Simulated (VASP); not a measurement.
Wanted: the native input for a VASP 6.6.1 run.

```yaml
Task: single point
Functional: PBEsol
Potentials_or_basis: VASP PAW PBE potentials, release 64 (Ge_d)
Cutoff: 500 eV
k_mesh: 11 × 11 × 7
Occupations: fermi-dirac, width 0.3 eV
Spin: no spin polarisation
Dipole_correction: no
Further_INCAR_settings: ALGO = Normal; EDIFF = 1e-06; NBANDS = 21; ISYM = 0
```

The structure of Ge lies in POSCAR:

```
Ge
1.0
   -2.5744895000      2.5744895000      1.3974125000
    2.5744895000     -2.5744895000      1.3974125000
    2.5744895000      2.5744895000     -1.3974125000
Ge
2
Direct
    0.2500000000      0.7500000000      0.5000000000
    0.5000000000      0.5000000000      0.0000000000
```

These files were run (other wordings do the same):

INCAR

```
SYSTEM = Ge
PREC     = Accurate       ! precision mode
ENCUT    = 500            ! plane-wave cutoff, eV
EDIFF    = 1E-6           ! SCF threshold, eV
ISMEAR   = -1             ! smearing method
SIGMA    = 0.3            ! smearing width, eV
LREAL    = .False.        ! projectors in reciprocal space
LASPH    = .True.         ! aspherical terms in the spheres
NELM     = 120            ! most SCF steps
ALGO     = Normal         ! electronic algorithm
ISIF     = 2              ! what is computed and relaxed
LWAVE    = .False.        ! write WAVECAR
LCHARG   = .True.         ! write CHGCAR
GGA      = PS             ! functional
LELF     = .True.         ! ELF
LVHAR    = .True.       
ISYM     = 0            
NBANDS   = 21             ! bands
GGA_COMPAT= .False.
```

KPOINTS

```
Automatic mesh
0
Gamma
  11 11 7
  0 0 0
```

Potentials or basis: VASP PAW PBE potentials, release 64 (Ge_d).

Command:

```console
$ cat potpaw_PBE.64/Ge_d/POTCAR > POTCAR
$ mpirun -np 1 vasp_std > vasp.out
```

It gave:

```
Pressure               : -0.2 GPa
Band gap on the k mesh : zero (bands 14 and 15 overlap by 4.89 eV)
```

Caveat: so wide a smearing shifts energies and pressures; the PAW data sets were made with another functional, which shifts forces and pressure a little.

Run time: 120 s on 1 thread of Intel(R) Xeon(R) 6975P-C (Granite Rapids), with other jobs on the host, peak memory 0.34 GiB.
